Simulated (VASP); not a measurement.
AlGa2As3: relaxation of cell and atoms with PBE

AlGa2As3:

```
Al Ga As
1.0
     3.88438    0.00000    0.00000
    -1.94219    3.36397    0.00000
     0.00000    0.00000    9.51475
Al Ga As
1 2 3
Direct
  0.33333 0.66667 0.66667
  0.00000 0.00000 0.00000
  0.66667 0.33333 0.33333
  0.66667 0.33333 0.08333
  0.33333 0.66667 0.41667
  0.00000 0.00000 0.75000
```

* Program: VASP 6.6.1
* Task: relaxation of cell and atoms
* Functional: PBE
* Potentials or basis: VASP PAW PBE potentials, release 64 (Al, Ga_d, As)
* Cutoff: 600 eV
* k mesh: 6 × 6 × 2
* Occupations: gaussian, width 0.1 eV
* Spin: no spin polarisation
* Dipole correction: no
* Further INCAR settings: ALGO = Normal; EDIFF = 1e-07; IBRION = 2; EDIFFG = -0.04; NSW = 90; ISIF = 3

```json
{
  "Relaxed volume": "23.67 Å³/atom",
  "Relaxed cell": "a = 4.062 Å, b = 4.062 Å, c = 9.937 Å, α = 90.00°, β = 90.00°, γ = 120.00°",
  "Space group after relaxing (to 0.05 Å)": "P3m1 (No. 156)",
  "Energy gained by relaxing": "93.6 meV/atom",
  "Ionic steps": "5",
  "Pressure after relaxing": "0.1 GPa",
  "Largest force after relaxing": "0.035 eV/Å",
  "Band gap on the k mesh": "0.52 eV, direct"
}
```

Forces on the atoms (eV/Å):
```
Al   0.000  0.000  0.019
Ga   0.000  0.000 -0.012
Ga   0.000  0.000  0.012
As   0.000  0.000 -0.007
As   0.000  0.000  0.022
As   0.000  0.000 -0.035
```

Step by step:
| step | energy change (eV) | largest force (eV/Å) | pressure (GPa) | volume (Å³) |
| --- | --- | --- | --- | --- |
| 1 | 0.0000 | 0.1119 | 11.43 | 124.33 |
| 2 | -0.4227 | 0.0624 | -3.79 | 152.87 |
| 3 | -0.5615 | 0.0702 | 0.01 | 142.08 |
| 4 | -0.5613 | 0.0699 | -0.15 | 142.45 |
| 5 | -0.5618 | 0.0348 | 0.05 | 142.01 |

Final structure:
```cif
data_structure
_symmetry_space_group_name_H-M 'P 1'
_symmetry_Int_Tables_number 1
_cell_length_a 4.0623
_cell_length_b 4.0623
_cell_length_c 9.9372
_cell_angle_alpha 90.000
_cell_angle_beta 90.000
_cell_angle_gamma 120.000
_cell_volume 142.01
loop_
_atom_site_label
_atom_site_type_symbol
_atom_site_fract_x
_atom_site_fract_y
_atom_site_fract_z
_atom_site_occupancy
Al1 Al 0.33333 0.66667 0.66697 1
Ga1 Ga 0.00000 0.00000 0.00012 1
Ga2 Ga 0.66667 0.33333 0.33313 1
As1 As 0.66667 0.33333 0.08341 1
As2 As 0.33333 0.66667 0.41707 1
As3 As 0.00000 0.00000 0.74930 1
```

Levels at points of the mesh, in eV from the valence-band top:
| k point | band 19 | band 20 | band 21 | band 22 | band 23 | band 24 | band 25 | band 26 |
| --- | --- | --- | --- | --- | --- | --- | --- | --- |
| (0.00, 0.00, 0.00) | -0.74 | -0.02 | 0.00 | 0.00 | 0.52 | 1.20 | 1.84 | 3.86 |
| (0.50, 0.00, 0.00) | -2.38 | -2.28 | -1.48 | -1.41 | 1.50 | 1.80 | 2.34 | 2.60 |
| (0.00, 0.00, 0.50) | -0.43 | -0.43 | -0.23 | -0.23 | 1.09 | 1.54 | 2.19 | 4.28 |
| (0.50, 0.00, 0.50) | -2.14 | -2.10 | -0.99 | -0.99 | 1.17 | 1.89 | 2.04 | 3.40 |

It took 3.7 min on 1 thread of Intel(R) Xeon(R) Platinum 8488C (Sapphire Rapids) (shared host), peak memory 0.31 GiB.

A hybrid or GW would open this gap; PBE tends to underestimate it.
